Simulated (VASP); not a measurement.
# CoSi2 (Fm-3m) in VASP: a series of runs, part 2 of 2

VASP 6.6.1. The steps go on from the part before.

### 3 Single point, BLYP+D3(BJ), collinear spin, ferromagnetic start (volume scaled by 0.96)

Contents of INCAR:

```
SYSTEM = CoSi2
PREC = Accurate
ENCUT = 520
EDIFF = 1E-7
ISMEAR = 0
SIGMA = 0.05
LREAL = .FALSE.
LASPH = .TRUE.
NELM = 150
ALGO = Normal
ISIF = 2
LWAVE = .FALSE.
LCHARG = .FALSE.
ISPIN = 2
MAGMOM = 0.05 0 0
LORBIT = 11
LMAXMIX = 4
GGA = B5
ALDAX = 1.0
AGGAX = 1.0
AGGAC = 1.0
ALDAC = 0.0
IVDW = 12
VDW_S6 = 1.0
VDW_S8 = 2.6996
VDW_A1 = 0.4298
VDW_A2 = 4.2359
NBANDS = 20
```

Contents of KPOINTS:

```
regular mesh
0
G
  8 8 8
  0 0 0
```

Contents of POSCAR:

```
CoSi2
1.0
    0.0000000000      2.6128331107      2.6128331107
    2.6128331107      0.0000000000      2.6128331107
    2.6128331107      2.6128331107      0.0000000000
Co Si
1 2
Direct
    0.0000000000      0.0000000000      0.0000000000
    0.2500000000      0.2500000000      0.2500000000
    0.7500000000      0.7500000000      0.7500000000
```

Potentials or basis: VASP PAW PBE potentials, release 64 (Co, Si).

On the command line:

```
cat potpaw_PBE.64/Co/POTCAR potpaw_PBE.64/Si/POTCAR > POTCAR
mpirun -np 1 vasp_std > vasp.out
```

Run time: 44 s. Hardware: 1 thread of Intel Xeon Platinum 8488C (Sapphire Rapids), shared host; peak memory 0.2 GiB.

Results (log left out):

* Free energy: -19.1036 eV
* Pressure: 9.1 GPa
* Net moment: 0.00 μB per cell
* Valence electrons inside the program's atomic spheres: Co 9.09; Si 1.66
* Dispersion energy per atom: -1.073 eV

Levels at points of the mesh, in eV from the Fermi level:
Spin up:
```
           k point  band 7  band 8  band 9  band 10  band 11  band 12
(0.00, 0.00, 0.00)    1.30    3.63    3.63     3.63     3.74     3.74
(0.50, 0.00, 0.00)   -1.81   -0.47   -0.47     3.05     3.70     3.70
(0.50, 0.50, 0.00)   -2.15   -2.07   -1.50     1.88     3.18     8.73
```
Spin down:
| k point | band 7 | band 8 | band 9 | band 10 | band 11 | band 12 |
| --- | --- | --- | --- | --- | --- | --- |
| (0.00, 0.00, 0.00) | 1.30 | 3.63 | 3.63 | 3.63 | 3.74 | 3.74 |
| (0.50, 0.00, 0.00) | -1.81 | -0.47 | -0.47 | 3.05 | 3.70 | 3.70 |
| (0.50, 0.50, 0.00) | -2.15 | -2.07 | -1.50 | 1.88 | 3.18 | 8.73 |

Caveat: the cell differs from its parent crystal (volume scaled by 0.96); the PAW data sets were made with another functional, which shifts forces and pressure a little; pairwise dispersion overbinds metals, which lowers pressure and volume.

### 4 Single point, PBEsol+D3(BJ), collinear spin, ferromagnetic start (volume scaled by 0.98)

Contents of INCAR:

```
PREC     = Accurate       # precision mode
ENCUT    = 520            # plane-wave cutoff, eV
EDIFF    = 1E-6           # SCF threshold, eV
ISMEAR   = 0              # smearing method
SIGMA    = 0.05           # smearing width, eV
LREAL    = F              # projectors in reciprocal space
LASPH    = T              # aspherical terms in the spheres
NELM     = 150            # most SCF steps
ALGO     = Normal         # electronic algorithm
ISIF     = 2              # what is computed and relaxed
LWAVE    = F              # write WAVECAR
LCHARG   = T              # write CHGCAR
ISPIN    = 2              # spin polarisation
MAGMOM   = 0.05 0 0       # initial moments
LORBIT   = 11             # projections on sites
LMAXMIX  = 4              # l up to which the mixer works
GGA      = PS             # functional
IVDW     = 12             # dispersion correction
LELF     = T              # ELF
LVHAR    = T            
NBANDS   = 20             # bands
```

Contents of KPOINTS:

```
Automatic mesh
0
Gamma
  8 8 8
```

Contents of POSCAR:

```
CoSi2
1.0
    0.0000000000      2.6152406900      2.6152406900
    2.6152406900      0.0000000000      2.6152406900
    2.6152406900      2.6152406900      0.0000000000
Co Si
1 2
Direct
    0.0000000000      0.0000000000      0.0000000000
    0.2500000000      0.2500000000      0.2500000000
    0.7500000000      0.7500000000      0.7500000000
```

On the command line:

```
cat potpaw_PBE.64/Co/POTCAR potpaw_PBE.64/Si/POTCAR > POTCAR
mpirun -np 1 vasp_std > vasp.out
```

It took 31 s on 1 thread of Intel Xeon Platinum 8488C (Sapphire Rapids), shared host; peak memory 0.2 GiB.

Results (log left out):

* Free energy: -22.1750 eV
* Pressure: 4.5 GPa
* Net moment: 0.00 μB per cell
* Valence electrons inside the program's atomic spheres: Co 9.07; Si 1.64
* Dispersion energy per atom: -0.415 eV

Levels at points of the mesh, in eV from the Fermi level:
Spin up:
| k point | band 6 | band 7 | band 8 | band 9 | band 10 | band 11 | band 12 | band 13 |
| --- | --- | --- | --- | --- | --- | --- | --- | --- |
| (0.00, 0.00, 0.00) | -2.11 | 1.55 | 3.48 | 3.48 | 3.48 | 3.76 | 3.76 | 3.76 |
| (0.50, 0.00, 0.00) | -1.79 | -1.79 | -0.46 | -0.46 | 2.92 | 3.69 | 3.69 | 5.03 |
| (0.50, 0.50, 0.00) | -2.13 | -2.13 | -2.10 | -1.45 | 1.94 | 2.96 | 8.70 | 10.36 |
Spin down:
| k point | band 7 | band 8 | band 9 | band 10 | band 11 | band 12 |
| --- | --- | --- | --- | --- | --- | --- |
| (0.00, 0.00, 0.00) | 1.55 | 3.48 | 3.48 | 3.48 | 3.76 | 3.76 |
| (0.50, 0.00, 0.00) | -1.79 | -0.46 | -0.46 | 2.92 | 3.69 | 3.69 |
| (0.50, 0.50, 0.00) | -2.13 | -2.10 | -1.45 | 1.94 | 2.96 | 8.70 |

Caveat: the cell differs from its parent crystal (volume scaled by 0.98); the PAW data sets were made with another functional, which shifts forces and pressure a little; pairwise dispersion overbinds metals, which lowers pressure and volume.

### 5 Single point, BLYP+D3(BJ), collinear spin, ferromagnetic start (volume scaled by 0.98)

Contents of INCAR:

```
PREC = Accurate
ENCUT = 520
EDIFF = 1E-6
ISMEAR = 0
SIGMA = 0.05
LREAL = F
LASPH = T
NELM = 150
ALGO = Normal
ISIF = 2
LWAVE = F
LCHARG = F
ISPIN = 2
MAGMOM = 0.05 0 0
LORBIT = 11
LMAXMIX = 4
GGA = B5
ALDAX = 1.0
AGGAX = 1.0
AGGAC = 1.0
ALDAC = 0.0
IVDW = 12
VDW_S6 = 1.0
VDW_S8 = 2.6996
VDW_A1 = 0.4298
VDW_A2 = 4.2359
NBANDS = 20
```

Contents of KPOINTS:

```
regular mesh
0
Gamma
  8 8 8
```

Contents of POSCAR:

```
CoSi2
1.0
    0.0000000000      2.6308532188      2.6308532188
    2.6308532188      0.0000000000      2.6308532188
    2.6308532188      2.6308532188      0.0000000000
Co Si
1 2
Direct
    0.0000000000      0.0000000000      0.0000000000
    0.2500000000      0.2500000000      0.2500000000
    0.7500000000      0.7500000000      0.7500000000
```

On the command line:

```
cat potpaw_PBE.64/Co/POTCAR potpaw_PBE.64/Si/POTCAR > POTCAR
mpirun -np 1 vasp_std > vasp.out
```

It took 44 s on 1 thread of Intel Xeon Platinum 8488C (Sapphire Rapids), shared host; peak memory 0.19 GiB.

The run converged. Its results:

```
Free energy                                           : -19.1356 eV
Pressure                                              : 4.6 GPa
Net moment                                            : 0.00 μB per cell
Valence electrons inside the program's atomic spheres : Co 9.03; Si 1.64
Dispersion energy per atom                            : -1.050 eV
```

Levels at points of the mesh, in eV from the Fermi level:
Spin up:
| k point | band 7 | band 8 | band 9 | band 10 | band 11 | band 12 |
| --- | --- | --- | --- | --- | --- | --- |
| (0.00, 0.00, 0.00) | 1.08 | 3.62 | 3.62 | 3.62 | 3.65 | 3.65 |
| (0.50, 0.00, 0.00) | -1.76 | -0.46 | -0.46 | 2.97 | 3.64 | 3.64 |
| (0.50, 0.50, 0.00) | -2.10 | -2.01 | -1.45 | 1.79 | 3.16 | 8.71 |
Spin down:
```tsv
k point	band 6	band 7	band 8	band 9	band 10	band 11	band 12	band 13
(0.00, 0.00, 0.00)	-2.07	1.08	3.62	3.62	3.62	3.65	3.65	3.65
(0.50, 0.00, 0.00)	-1.76	-1.76	-0.46	-0.46	2.97	3.64	3.64	4.74
(0.50, 0.50, 0.00)	-2.10	-2.10	-2.01	-1.45	1.79	3.16	8.71	10.05
```

Caveat: the cell differs from its parent crystal (volume scaled by 0.98); the PAW data sets were made with another functional, which shifts forces and pressure a little; pairwise dispersion overbinds metals, which lowers pressure and volume.

### 6 Single point, PBEsol+D3(BJ), collinear spin, ferromagnetic start

This run uses another cell than the first one, of 12.17 Å³/atom, 1.042 times its volume.

Contents of INCAR:

```
PREC     = Accurate       # precision mode
ENCUT    = 520            # plane-wave cutoff, eV
EDIFF    = 1E-7           # SCF threshold, eV
ISMEAR   = 0              # smearing method
SIGMA    = 0.05           # smearing width, eV
LREAL    = False          # projectors in reciprocal space
LASPH    = True           # aspherical terms in the spheres
NELM     = 150            # most SCF steps
ALGO     = Normal         # electronic algorithm
ISIF     = 2              # what is computed and relaxed
LWAVE    = False          # write WAVECAR
LCHARG   = True           # write CHGCAR
ISPIN    = 2              # spin polarisation
MAGMOM   = 0.05 0 0       # initial moments
LORBIT   = 11             # projections on sites
LMAXMIX  = 4              # l up to which the mixer works
GGA      = PS             # functional
IVDW     = 12             # dispersion correction
LELF     = True           # ELF
LVHAR    = True         
NBANDS   = 20             # bands
```

Contents of KPOINTS:

```
Automatic mesh
0
Gamma
  8 8 8
```

Contents of POSCAR:

```
CoSi2
1.0
    0.0000000000      2.6329117712      2.6329117712
    2.6329117712      0.0000000000      2.6329117712
    2.6329117712      2.6329117712      0.0000000000
Co Si
1 2
Direct
    0.0000000000      0.0000000000      0.0000000000
    0.2500000000      0.2500000000      0.2500000000
    0.7500000000      0.7500000000      0.7500000000
```

Potentials or basis: VASP PAW PBE potentials, release 64 (Co, Si).

On the command line:

```
cat potpaw_PBE.64/Co/POTCAR potpaw_PBE.64/Si/POTCAR > POTCAR
mpirun -np 1 vasp_std > vasp.out
```

It took 34 s on 1 thread of Intel Xeon Platinum 8488C (Sapphire Rapids), shared host; peak memory 0.19 GiB.

It converged, with:

| Item | Value |
| --- | --- |
| Free energy | -22.1856 eV |
| Pressure | 0.1 GPa |
| Net moment | 0.00 μB per cell |
| Valence electrons inside the program's atomic spheres | Co 9.01; Si 1.62 |
| Dispersion energy per atom | -0.407 eV |

Levels at points of the mesh, in eV from the Fermi level:
Spin up:
```tsv
k point	band 5	band 6	band 7	band 8	band 9	band 10	band 11	band 12	band 13	band 14
(0.00, 0.00, 0.00)	-2.04	-2.04	1.33	3.47	3.47	3.47	3.67	3.67	3.67	5.91
(0.50, 0.00, 0.00)	-2.27	-1.73	-1.73	-0.46	-0.46	2.85	3.62	3.62	4.84	10.62
(0.50, 0.50, 0.00)	-3.77	-2.07	-2.07	-2.04	-1.40	1.84	2.94	8.67	10.15	10.15
```
Spin down:
| k point | band 6 | band 7 | band 8 | band 9 | band 10 | band 11 | band 12 | band 13 |
| --- | --- | --- | --- | --- | --- | --- | --- | --- |
| (0.00, 0.00, 0.00) | -2.04 | 1.33 | 3.47 | 3.47 | 3.47 | 3.67 | 3.67 | 3.67 |
| (0.50, 0.00, 0.00) | -1.73 | -1.73 | -0.46 | -0.46 | 2.85 | 3.62 | 3.62 | 4.84 |
| (0.50, 0.50, 0.00) | -2.07 | -2.07 | -2.04 | -1.40 | 1.84 | 2.94 | 8.67 | 10.15 |

Caveat: the PAW data sets were made with another functional, which shifts forces and pressure a little; pairwise dispersion overbinds metals, which lowers pressure and volume.

### 7 The runs side by side

```csv
level,cell,gap on the mesh (eV),pressure (GPa),moment (μB)
PBEsol+D3(BJ),"a = 3.673 Å, angles 60.0°, 3 atoms",none,9.4,0.00
BLYP+D3(BJ),"a = 3.695 Å, angles 60.0°, 3 atoms",none,9.1,0.00
PBEsol+D3(BJ),"a = 3.699 Å, angles 60.0°, 3 atoms",none,4.5,0.00
BLYP+D3(BJ),"a = 3.721 Å, angles 60.0°, 3 atoms",none,4.6,0.00
PBEsol+D3(BJ),"a = 3.723 Å, angles 60.0°, 3 atoms",none,0.1,0.00
```

Alike in all rows: task single point; potentials or basis VASP PAW PBE potentials, release 64 (Co, Si); spin collinear, ferromagnetic start; k mesh 8 × 8 × 8; cutoff (eV) 520; smearing gaussian 0.05 eV.

Caveats: the PAW data sets were made with another functional, which shifts forces and pressure a little; pairwise dispersion overbinds metals, which lowers pressure and volume.

Total energies depend on the potentials used, so only differences within one code and one set of settings carry meaning.
